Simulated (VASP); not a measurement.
# BeSb in VASP: a series of runs

Runs on BeSb. Level: PBE. Tasks: single point, relaxation of cell and atoms.

Everything below comes from runs of VASP 6.6.1. Logs are shortened: lines on timing, memory, paths and dates and some standing lists are left out, and cuts for length are marked.

### 1 The cell of the first run

The typed cell holds 2 atoms: a = 3.663 Å, b = 3.663 Å, c = 3.011 Å, α = 90.00°, β = 90.00°, γ = 90.00°.

### 2 Single point, PBE

Input file INCAR:

```
PREC     = Accurate       # precision mode
ENCUT    = 520            # plane-wave cutoff, eV
EDIFF    = 1E-6           # SCF threshold, eV
ISMEAR   = 0              # smearing method
SIGMA    = 0.1            # smearing width, eV
LREAL    = F              # projectors in reciprocal space
LASPH    = T              # aspherical terms in the spheres
NELM     = 80             # most SCF steps
ALGO     = Normal         # electronic algorithm
ISIF     = 2              # what is computed and relaxed
LWAVE    = F              # write WAVECAR
LCHARG   = F              # write CHGCAR
GGA      = PE             # functional
NBANDS   = 10             # bands
```

Input file KPOINTS:

```
regular mesh
0
Gamma
  16 16 16
```

Input file POSCAR:

```
BeSb
1.0
    3.6626964948      0.0000000000      0.0000000000
    0.0000000000      3.6626964948      0.0000000000
    0.0000000000      0.0000000000      3.0109275840
Be Sb
1 1
Direct
    0.5000000000      0.5000000000      0.7500391494
    0.0000000000      0.0000000000      0.7499608506
```

Potentials or basis: VASP PAW PBE potentials, release 64 (Be, Sb).

Launch:

```sh
> cat potpaw_PBE.64/Be/POTCAR potpaw_PBE.64/Sb/POTCAR > POTCAR
> mpirun -np 1 vasp_std > vasp.out
```

OUTCAR:

```text
PREC = Accurate
   ENCUT = 520
   EDIFF = 1E-6
   ISMEAR = 0
   LREAL = F
   LASPH = T
   NELM = 80
   ISIF = 2
   GGA = PE

 ion  position               nearest neighbor table
   1  0.500  0.500  0.750-   2 2.59   2 2.59   2 2.59   2 2.59
   2  0.000  0.000  0.750-   1 2.59   1 2.59   1 2.59   1 2.59

  LATTYP: Found a simple tetragonal cell.
 ALAT       =     3.6626964948
 C/A-ratio  =     0.8220521652

  Lattice vectors:

 A1 = (   3.6626964948,   0.0000000000,   0.0000000000)
 A2 = (   0.0000000000,   3.6626964948,   0.0000000000)
 A3 = (   0.0000000000,   0.0000000000,   3.0109275840)

Analysis of symmetry for initial positions (statically):
=====================================================================
 Subroutine PRICEL returns:
 Original cell was already a primitive cell.

 Routine SETGRP: Setting up the symmetry group for a
 simple tetragonal supercell.

 Subroutine GETGRP returns: Found  8 space group operations
 (whereof  8 operations were pure point group operations)
 out of a pool of 16 trial point group operations.

The static configuration has the point symmetry C_4v.

Analysis of symmetry for dynamics (positions and initial velocities):
=====================================================================
 Subroutine PRICEL returns:
 Original cell was already a primitive cell.

 Routine SETGRP: Setting up the symmetry group for a
 simple tetragonal supercell.

 Subroutine GETGRP returns: Found  8 space group operations
 (whereof  8 operations were pure point group operations)
 out of a pool of 16 trial point group operations.

The dynamic configuration has the point symmetry C_4v.

 Subroutine INISYM returns: Found  8 space group operations
 (whereof  8 operations are pure point group operations),
 and found     1 'primitive' translations

----------------------------------------------------------------------------------------

                                     Primitive cell

  volume of cell :      40.3926

  direct lattice vectors                    reciprocal lattice vectors
     3.662696495  0.000000000  0.000000000     0.273022895  0.000000000  0.000000000
     0.000000000  3.662696495  0.000000000     0.000000000  0.273022895  0.000000000
     0.000000000  0.000000000  3.010927584     0.000000000  0.000000000  0.332123564

  length of vectors
     3.662696495  3.662696495  3.010927584     0.273022895  0.273022895  0.332123564

  position of ions in fractional coordinates (direct lattice)
     0.500000000  0.500000000  0.750039149
     0.000000000  0.000000000  0.749960851

  ion indices of the primitive-cell ions
   primitive index   ion index
                 1           1
                 2           2

----------------------------------------------------------------------------------------

 KPOINTS: regular mesh

Automatic generation of k-mesh.
 Grid dimensions read from file:
 generate k-points for:   16   16   16

 Generating k-lattice:

  Cartesian coordinates                     Fractional coordinates (reciprocal lattice)
     0.017063931  0.000000000  0.000000000     0.062500000  0.000000000  0.000000000
     0.000000000  0.017063931  0.000000000     0.000000000  0.062500000  0.000000000
     0.000000000  0.000000000  0.020757723     0.000000000  0.000000000  0.062500000

  Length of vectors
     0.017063931  0.017063931  0.020757723

  Shift w.r.t. Gamma in fractional coordinates (k-lattice)
     0.000000000  0.000000000  0.000000000

 Subroutine IBZKPT returns following result:
 ===========================================

 Found    405 irreducible k-points:

 Following reciprocal coordinates:
            Coordinates               Weight
  0.000000  0.000000  0.000000      1.000000
  0.062500  0.000000  0.000000      4.000000
  0.125000  0.000000  0.000000      4.000000
  0.187500  0.000000  0.000000      4.000000
  0.250000  0.000000  0.000000      4.000000
  0.312500  0.000000  0.000000      4.000000
[... 16 lines left out ...]
  0.437500  0.125000  0.000000      8.000000
  0.500000  0.125000  0.000000      4.000000
 [... further k-points ...]
   k-points           NKPTS =    405   k-points in BZ     NKDIM =    405   number of bands    NBANDS=     10
   number of dos      NEDOS =    301   number of ions     NIONS =      2
   total plane-waves  NPLWV =  18816
   dimension x,y,z NGX =    28 NGY =   28 NGZ =   24
   dimension x,y,z NGXF=    56 NGYF=   56 NGZF=   48
   ions per type =               1   1
   NGX,Y,Z   is equivalent  to a cutoff of  12.71, 12.71, 13.25 a.u.
   NGXF,Y,Z  is equivalent  to a cutoff of  25.42, 25.42, 26.50 a.u.
 SYSTEM =  unknown system
   PREC   = accura    normal or accurate (medium, high low for compatibility)
   ISTART =      0    job   : 0-new  1-cont  2-samecut
   ICHARG =      2    charge: 1-file 2-atom 10-const
   ISPIN  =      1    spin polarized calculation?
   LNONCOLLINEAR =      F non collinear calculations
   LSORBIT =      F    spin-orbit coupling
   LASPH  =      T    aspherical Exc in radial PAW
   ENCUT  =  520.0 eV  38.22 Ry    6.18 a.u.   6.81  6.81  5.60*2*pi/ulx,y,z
   NELM   =     80;   NELMIN=  2; NELMDL= -5     # of ELM steps
   EDIFF  = 0.1E-05   stopping-criterion for ELM
   LREAL  =      F    real-space projection
   EDIFFG = 0.1E-04   stopping-criterion for IOM
   NSW    =      0    number of steps for IOM
   IBRION =     -1    ionic relax: 0-MD 1-quasi-New 2-CG
   NFREE  =      0    steps in history (QN), initial steepest desc. (CG)
   ISIF   =      2    stress and relaxation
   ISYM   =      2    0-nonsym 1-usesym 2-fastsym
   POTIM  = 0.5000    time-step for ionic-motion
   TEBEG  =    0.0;   TEEND  =   0.0 temperature during run
   PSTRESS=    0.0 pullay stress
   NELECT =       7.0000    total number of electrons
   NUPDOWN=      -1.0000    fix difference up-down
   EMIN   =  10.00;   EMAX   =-10.00  energy-range for DOS
   EFERMI =   0.00;   METHOD = LEGACY
   ISMEAR =     0;   SIGMA  =   0.10  broadening in eV -4-tet -1-fermi 0-gaus
   EFERMI_NEDOS =   21; number of points for ismear=-14 and -15
   IALGO  =     38    algorithm
   IMIX   =      4    mixing-type and parameters
     AMIX     =   0.40;   BMIX     =  1.00
     AMIX_MAG =   1.60;   BMIX_MAG =  1.00
  volume/ion in A,a.u.               =      20.20       136.29
  Fermi-wavevector in a.u.,A,eV,Ry     =   0.912725  1.724801 11.334573  0.833068
  Thomas-Fermi vector in A             =   2.037154
   LORBIT       =      0    0 simple, 1 ext, 2 COOP (PROOUT), +10 PAW based schemes
   GGA     = PE    functional components
   LHFCALC =     F    Hartree Fock is set to
   AEXX    =    0.0000 exact exchange contribution
   IVDW    =     0    specifies the selected vdW correction
   LEPSILON=     F    determine dielectric tensor
   LRPA    =     F    only Hartree local field effects (RPA)
 non-spin polarized calculation
 Gauss-broadening in eV      SIGMA  =   0.10
  energy-cutoff  :      520.00
  volume of cell :       40.39
 maximum number of plane-waves:      1124
 NGX is ok and might be reduce to    28
   NGX = 13   NGY = 13   NGZ = 11

 number of electron       7.0000001 magnetization

 Free energy of the ion-electron system (eV)
  ---------------------------------------------------
  ext. energy  EPLUGINS =         0.00000000
  ---------------------------------------------------
  free energy    TOTEN  =        -6.69640520 eV

  energy without entropy =       -6.69135255  energy(sigma->0) =       -6.69387888

 E-fermi :   6.4916     XC(G=0):  -9.6844

 val. band max:        6.4692278160   @ k =   0.0625   0.0000   0.4375
 cond. band min:       6.4922137995   @ k =   0.2500   0.0625   0.3125
 fundamental gap:      0.0229859835
 Fermi energy:         6.4916097106

 k-point     1 :       0.0000    0.0000    0.0000
  band No.  band energies     occupation
      1      -5.4981      2.00000
      2       5.0101      2.00000
      3       5.0101      2.00000
      4       7.1810      0.00000
      5      10.1083      0.00000
      6      10.4746      0.00000
      7      14.4188      0.00000
      8      14.8846      0.00000
      9      14.8846      0.00000
     10      16.8911      0.00000

 k-point     2 :       0.0625    0.0000    0.0000
  band No.  band energies     occupation
      1      -5.4644      2.00000
      2       4.5872      2.00000
      3       5.0576      2.00000
      4       7.4824      0.00000
      5      10.1507      0.00000
      6      10.7002      0.00000
      7      14.2748      0.00000
      8      14.5094      0.00000
      9      14.9486      0.00000
     10      16.7831      0.00000

 k-point     3 :       0.1250    0.0000    0.0000
  band No.  band energies     occupation
      1      -5.3646      2.00000
      2       3.7340      2.00000
      3       5.1993      2.00000
      4       7.9778      0.00000
      5      10.2771      0.00000
      6      11.3668      0.00000
      7      13.6831      0.00000
      8      13.9329      0.00000
      9      15.0812      0.00000
     10      16.4732      0.00000

 k-point     4 :       0.1875    0.0000    0.0000
  band No.  band energies     occupation
      1      -5.2035      2.00000
      2       2.8037      2.00000
      3       5.4333      2.00000
      4       8.3910      0.00000
      5      10.4857      0.00000
      6      12.3659      0.00000
      7      12.7246      0.00000
      8      13.5104      0.00000
      9      15.2570      0.00000
     10      16.0004      0.00000
[... 222 lines left out ...]
 k-point    22 :       0.3750    0.1250    0.0000
  band No.  band energies     occupation
      1      -4.3579      2.00000
      2       0.6147      2.00000
      3       5.1612      2.00000
      4       8.5299      0.00000
      5      11.0682      0.00000
      6      11.6898      0.00000
      7      13.4299      0.00000
      8      14.1777      0.00000
      9      16.1614      0.00000
     10      16.7892      0.00000

 k-point    23 :       0.4375    0.1250    0.0000
  band No.  band energies     occupation
      1      -4.1623      2.00000
      2       0.1743      2.00000
      3       5.5222      2.00000
      4       7.9571      0.00000
      5      11.4324      0.00000
      6      12.1114      0.00000
      7      12.9854      0.00000
      8      13.6390      0.00000
      9      16.5160      0.00000
     10      17.5130      0.00000

 k-point    24 :       0.5000    0.1250    0.0000
  band No.  band energies     occupation
      1      -4.0858      2.00000
      2       0.0158      2.00000
      3       5.6916      2.00000
      4       7.7163      0.00000
      5      11.6184      0.00000
      6      12.3552      0.00000
      7      12.7690      0.00000
      8      13.3544      0.00000
      9      16.7099      0.00000
     10      17.4894      0.00000

 [... further k-points ...]

------------------------ aborting loop because EDIFF is reached ----------------------------------------

  FORCE on cell =-STRESS in cart. coord.  units (eV):
  Direction    XX          YY          ZZ          XY          YZ          ZX
  --------------------------------------------------------------------------------------
  -------------------------------------------------------------------------------------
  Total        0.0575567      0.0575567     -0.0004691      0.0000000     -0.0000000      0.0000000
  in kB        2.2829902      2.2829902     -0.0186071      0.0000000     -0.0000000      0.0000000
  external PRESSURE =       1.5157911 kB  Pullay stress =       0.0000000 kB

 VOLUME and BASIS-vectors are now :
 -----------------------------------------------------------------------------
  energy-cutoff  :      520.00
  volume of cell :       40.39
      direct lattice vectors                 reciprocal lattice vectors
     3.662696495  0.000000000  0.000000000     0.273022895  0.000000000  0.000000000
     0.000000000  3.662696495  0.000000000     0.000000000  0.273022895  0.000000000
     0.000000000  0.000000000  3.010927584     0.000000000  0.000000000  0.332123564

 POSITION                                       TOTAL-FORCE (eV/Angst)
 -----------------------------------------------------------------------------------
      1.83135      1.83135      2.25831        -0.000000     -0.000000     -0.000082
      0.00000      0.00000      2.25808         0.000000      0.000000      0.000082
 -----------------------------------------------------------------------------------
    total drift:                                0.000000     -0.000000      0.000000

  FREE ENERGIE OF THE ION-ELECTRON SYSTEM (eV)
  ---------------------------------------------------
  free  energy   TOTEN  =        -6.6964052040 eV

  energy  without entropy=       -6.6913525477  energy(sigma->0) =       -6.69387888
```

Run time: 57 s. Hardware: 1 thread of Intel Xeon Platinum 8559C (Emerald Rapids), shared host; peak memory 0.3 GiB.

Results:

* Free energy: -6.6964 eV
* Pressure: 0.2 GPa
* Band gap on the k mesh: zero (an odd number of electrons rules out a gap without spin polarisation)

Stress tensor (GPa, compression positive):
```
0.23 0.00 0.00
0.00 0.23 0.00
0.00 0.00 0.00
```

Levels at points of the mesh, in eV from the Fermi level:
| k point | band 1 | band 2 | band 3 | band 4 | band 5 | band 6 | band 7 | band 8 |
| --- | --- | --- | --- | --- | --- | --- | --- | --- |
| (0.00, 0.00, 0.00) | -11.99 | -1.48 | -1.48 | 0.69 | 3.62 | 3.98 | 7.93 | 8.39 |
| (0.50, 0.00, 0.00) | -10.72 | -6.62 | 0.83 | 2.48 | 3.27 | 4.83 | 5.74 | 6.78 |
| (0.50, 0.50, 0.00) | -9.34 | -5.15 | -5.15 | -2.54 | 6.77 | 7.45 | 10.67 | 10.67 |
| (0.00, 0.00, 0.50) | -9.19 | -5.58 | 0.36 | 0.36 | 2.73 | 4.77 | 6.59 | 7.65 |
| (0.50, 0.00, 0.50) | -7.93 | -4.10 | -4.04 | -1.02 | 3.00 | 4.01 | 5.97 | 8.16 |
| (0.50, 0.50, 0.50) | -6.29 | -3.12 | -3.12 | -3.07 | 0.46 | 0.62 | 3.27 | 3.27 |

Caveat: spin-orbit coupling is left out, which moves the levels of the heavy elements.

### 3 Single point, PBE

Input file INCAR:

```
SYSTEM = BeSb
PREC = Accurate
ENCUT = 520
EDIFF = 1E-6
ISMEAR = 0
SIGMA = 0.1
LREAL = .FALSE.
LASPH = .TRUE.
NELM = 100
ALGO = Normal
ISIF = 2
LWAVE = .FALSE.
LCHARG = .FALSE.
GGA = PE
NBANDS = 10
```

Input file KPOINTS:

```
regular mesh
0
G
  16 16 18
  0 0 0
```

Input file POSCAR:

```
BeSb
1.0
    3.6604771643      0.0000000000      0.0000000000
    0.0000000000      3.6604771643      0.0000000000
    0.0000000000      0.0000000000      3.0087903851
Be Sb
1 1
Direct
    0.5000000000      0.5000000000      0.7500122144
    0.0000000000      0.0000000000      0.7499877856
```

Potentials or basis: VASP PAW PBE potentials, release 64 (Be, Sb).

Launch:

```sh
> cat potpaw_PBE.64/Be/POTCAR potpaw_PBE.64/Sb/POTCAR > POTCAR
> mpirun -np 1 vasp_std > vasp.out
```

OUTCAR:

```text
SYSTEM = BeSb
   PREC = Accurate
   ENCUT = 520
   EDIFF = 1E-6
   ISMEAR = 0
   LREAL = .FALSE.
   LASPH = .TRUE.
   NELM = 100
   ISIF = 2
   GGA = PE

 ion  position               nearest neighbor table
   1  0.500  0.500  0.750-   2 2.59   2 2.59   2 2.59   2 2.59
   2  0.000  0.000  0.750-   1 2.59   1 2.59   1 2.59   1 2.59

  LATTYP: Found a simple tetragonal cell.
 ALAT       =     3.6604771643
 C/A-ratio  =     0.8219667136

  Lattice vectors:

[... 500 lines left out ...]
------------------------ aborting loop because EDIFF is reached ----------------------------------------

  FORCE on cell =-STRESS in cart. coord.  units (eV):
  Direction    XX          YY          ZZ          XY          YZ          ZX
  --------------------------------------------------------------------------------------
  -------------------------------------------------------------------------------------
  Total        0.0544613      0.0544613      0.0000740      0.0000000      0.0000000      0.0000000
  in kB        2.1643706      2.1643706      0.0029396      0.0000000      0.0000000      0.0000000
  external PRESSURE =       1.4438936 kB  Pullay stress =       0.0000000 kB

 VOLUME and BASIS-vectors are now :
 -----------------------------------------------------------------------------
  energy-cutoff  :      520.00
  volume of cell :       40.32
      direct lattice vectors                 reciprocal lattice vectors
     3.660477164  0.000000000  0.000000000     0.273188427  0.000000000  0.000000000
     0.000000000  3.660477164  0.000000000     0.000000000  0.273188427  0.000000000
     0.000000000  0.000000000  3.008790385     0.000000000  0.000000000  0.332359477

 POSITION                                       TOTAL-FORCE (eV/Angst)
 -----------------------------------------------------------------------------------
      1.83024      1.83024      2.25663         0.000000      0.000000     -0.000026
      0.00000      0.00000      2.25656        -0.000000     -0.000000      0.000026
 -----------------------------------------------------------------------------------
    total drift:                                0.000000     -0.000000      0.000000

  FREE ENERGIE OF THE ION-ELECTRON SYSTEM (eV)
  ---------------------------------------------------
  free  energy   TOTEN  =        -6.6978985181 eV

  energy  without entropy=       -6.6928785640  energy(sigma->0) =       -6.69538854
```

OSZICAR:

```text
N       E                     dE             d eps       ncg     rms          rms(c)
DAV:   1     0.104169488984E+02    0.10417E+02   -0.22073E+03  9000   0.479E+02
DAV:   2    -0.624848988068E+01   -0.16665E+02   -0.16230E+02 12022   0.786E+01
DAV:   3    -0.675213605018E+01   -0.50365E+00   -0.49794E+00 11608   0.142E+01
DAV:   4    -0.675524366812E+01   -0.31076E-02   -0.31061E-02 11176   0.127E+00
DAV:   5    -0.675526598993E+01   -0.22322E-04   -0.22322E-04 11090   0.105E-01    0.286E+00
DAV:   6    -0.670856283011E+01    0.46703E-01   -0.71330E-02  9878   0.102E+00    0.169E+00
DAV:   7    -0.669810014928E+01    0.10463E-01   -0.38472E-02 10574   0.840E-01    0.343E-01
DAV:   8    -0.669786418114E+01    0.23597E-03   -0.32693E-03  9780   0.306E-01    0.408E-02
DAV:   9    -0.669789490861E+01   -0.30727E-04   -0.83502E-05 11034   0.626E-02    0.195E-02
DAV:  10    -0.669789887964E+01   -0.39710E-05   -0.13735E-05 10058   0.222E-02    0.625E-03
DAV:  11    -0.669789851812E+01    0.36153E-06   -0.44894E-07  6094   0.418E-03
   1 F= -.66978985E+01 E0= -.66953885E+01  d E =-.501995E-02
```

stdout:

```text
POSCAR found type information on POSCAR BeSb
 POSCAR found :  2 types and       2 ions
 scaLAPACK will be used
 LDA part: xc-table for (Slater+PW92), standard interpolation
 POSCAR, INCAR and KPOINTS ok, starting setup
 FFT: planning ... GRIDC
 FFT: planning ... GRID_SOFT
 FFT: planning ... GRID
 WAVECAR not read
 entering main loop
```

Run time: 71 s. Hardware: 1 thread of Intel Xeon Platinum 8559C (Emerald Rapids), shared host; peak memory 0.31 GiB.

Results:

| Item | Value |
| --- | --- |
| Free energy | -6.6979 eV |
| Pressure | 0.1 GPa |
| Band gap on the k mesh | zero (an odd number of electrons rules out a gap without spin polarisation) |

Levels at points of the mesh, in eV from the Fermi level:
```
           k point  band 1  band 2  band 3  band 4  band 5  band 6  band 7  band 8
(0.00, 0.00, 0.00)  -12.02   -1.50   -1.50    0.69    3.61    3.97    7.92    8.39
(0.50, 0.00, 0.00)  -10.75   -6.64    0.82    2.47    3.26    4.83    5.73    6.79
(0.50, 0.50, 0.00)   -9.37   -5.17   -5.17   -2.55    6.76    7.46   10.67   10.67
(0.00, 0.00, 0.50)   -9.21   -5.61    0.35    0.35    2.72    4.78    6.59    7.63
(0.50, 0.00, 0.50)   -7.95   -4.11   -4.08   -1.04    2.99    4.01    5.97    8.17
(0.50, 0.50, 0.50)   -6.31   -3.14   -3.14   -3.11    0.46    0.62    3.25    3.25
```

Caveat: spin-orbit coupling is left out, which moves the levels of the heavy elements.

(Continued in part 2 of 2.)
